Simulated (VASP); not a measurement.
Wanted: the native input for a VASP 6.6.1 run.

* Task: single point
* Functional: PBEsol
* Potentials or basis: VASP PAW PBE potentials, release 64 (Ta_pv)
* Cutoff: 520 eV
* k mesh: 20 × 20 × 20
* Occupations: gaussian, width 0.15 eV
* Spin: no spin polarisation
* Dipole correction: no
* Further INCAR settings: ALGO = Fast; EDIFF = 1e-06; NBANDS = 12

The structure of Ta lies in POSCAR:

```
Ta
1.0
   -1.6760492000      1.6760492000      1.6760492000
    1.6760492000     -1.6760492000      1.6760492000
    1.6760492000      1.6760492000     -1.6760492000
Ta
1
Direct
    0.0000000000      0.0000000000      0.0000000000
```

This cell differs from its parent crystal: strain +0.015 along x and y, +0.015 along z.

One way to write it, as run:

INCAR

```
PREC = Accurate ; ENCUT = 520
EDIFF = 1E-6 ; ISMEAR = 0
SIGMA = 0.15 ; LREAL = False
LASPH = True ; NELM = 60
ALGO = Fast ; ISIF = 2
LWAVE = False ; LCHARG = False
GGA = PS ; NBANDS = 12
```

KPOINTS

```
regular mesh
0
Gamma
  20 20 20
```

Potentials or basis: VASP PAW PBE potentials, release 64 (Ta_pv).

Run with:

```console
$ cat potpaw_PBE.64/Ta_pv/POTCAR > POTCAR
$ mpirun -np 1 vasp_std > vasp.out
```

Results of the run:

```
Pressure               : -11.7 GPa
Band gap on the k mesh : zero (an odd number of electrons rules out a gap without spin polarisation)
```

Caveat: the cell differs from its parent crystal (strain +0.015 along x and y, +0.015 along z); the cell stands under tension; the PAW data sets were made with another functional, which shifts forces and pressure a little; spin-orbit coupling is left out, which moves the levels of the heavy elements.

It took 60 s on 1 thread of Intel Xeon 8259CL (shared host), peak memory 0.18 GiB.
